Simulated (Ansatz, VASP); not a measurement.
Two plane-wave programs on MgSb4Se

```xyz
6
Lattice="0.0000 4.4190 4.4190 4.4190 0.0000 4.4190 4.4190 4.4190 0.0000" Properties=species:S:1:pos:R:3 pbc="T T T"
Mg    0.0000    0.0000    0.0000
Sb    3.3170    5.5210    5.5210
Sb    3.3170    3.3170    3.3170
Sb    5.5210    3.3170    5.5210
Sb    5.5210    5.5210    3.3170
Se    6.6285    6.6285    6.6285
```

Change from the starting cell: species swapped into the CeLuAl4 type (F-43m, No. 216).

Alike in both runs: task relaxation of cell and atoms; functional PBE; k mesh 8 × 8 × 8; occupations gaussian, width 0.1 eV; no spin polarisation.

|  | VASP | Ansatz |
| --- | --- | --- |
| version | VASP 6.6.1 | Ansatz 0.2.0 |
| potentials or method | VASP PAW PBE potentials, release 64 (Mg, Sb, Se), cutoff 600 eV | scalar-relativistic, plane waves, PAW |
| valence electrons in the cell | 28 | 86 |

Ansatz gave:

| Item | Value |
| --- | --- |
| gap on the k mesh at the Fermi level, each at its own relaxed structure (eV) | none |
| relaxed volume (Å³/atom) | 28.02 |
| relaxed length of the cell vector where the two differ most in proportion (Å) | 6.195 |

Problem. Estimate VASP's values.

Solution. gap on the k mesh at the Fermi level, each at its own relaxed structure (eV): none; relaxed volume (Å³/atom): 28.03; relaxed length of the cell vector where the two differ most in proportion (Å): 6.195.

A gap of «none» marks a metal or a gap that the smearing closes. VASP's potentials hold 28 valence electrons a cell and Ansatz's 86, so a difference there can come from the potentials and not from the codes.

Neither program's run includes spin-orbit coupling.
